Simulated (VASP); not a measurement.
A run of VASP 6.6.1 is set up as follows.

Contents of INCAR:

```
  PREC = Accurate
  ENCUT = 520
  EDIFF = 1E-6
  ISMEAR = 0
  SIGMA = 0.1
  LREAL = False
  LASPH = True
  NELM = 100
  ALGO = Normal
  ISIF = 2
  LWAVE = False
  LCHARG = True
  LDIPOL = True
  IDIPOL = 3
  DIPOL = 0.5 0.5 0.310
  GGA = PE
  IVDW = 12
  LELF = True
  LVHAR = True
  LVACPOTAV = True
  NBANDS = 30
```

The input KPOINTS:

```
Automatic mesh
0
Gamma
  6 6 1
```

The input POSCAR:

```
Al12H
1.0
    5.6314608525      0.0000000000      0.0000000000
   -2.8157304263      4.8769881587      0.0000000000
    0.0000000000      0.0000000000     21.5684292007
Al H
12 1
Direct
    0.3333333333      0.1666666667      0.1854562501
    0.3333333333      0.6666666667      0.1854562501
    0.8333333333      0.1666666667      0.1854562501
    0.8333333333      0.6666666667      0.1854562501
    0.1666666667      0.3333333333      0.2913950739
    0.1666666667      0.8333333333      0.2913950739
    0.6666666667      0.3333333333      0.2913950739
    0.6666666667      0.8333333333      0.2913950739
    0.0000000000      0.0000000000      0.3972671872
    0.0000000000      0.5000000000      0.3972671872
    0.5000000000      0.0000000000      0.3972671872
    0.5000000000      0.5000000000      0.3972671872
    0.0000000000      0.0833333333      0.5363593748
```

Potentials or basis: VASP PAW PBE potentials, release 64 (Al, H).

Command:

```bash
$ cat potpaw_PBE.64/Al/POTCAR potpaw_PBE.64/H/POTCAR > POTCAR
$ mpirun -np 1 vasp_std > vasp.out
```

(1) What does it give for the band gap on the k mesh?

(2) What does it give for the dispersion energy per atom?

(3) What does it give for the largest force?

Answers

(1) zero (an odd number of electrons rules out a gap without spin polarisation).

(2) -0.224 eV.

(3) 1.087 eV/Å.
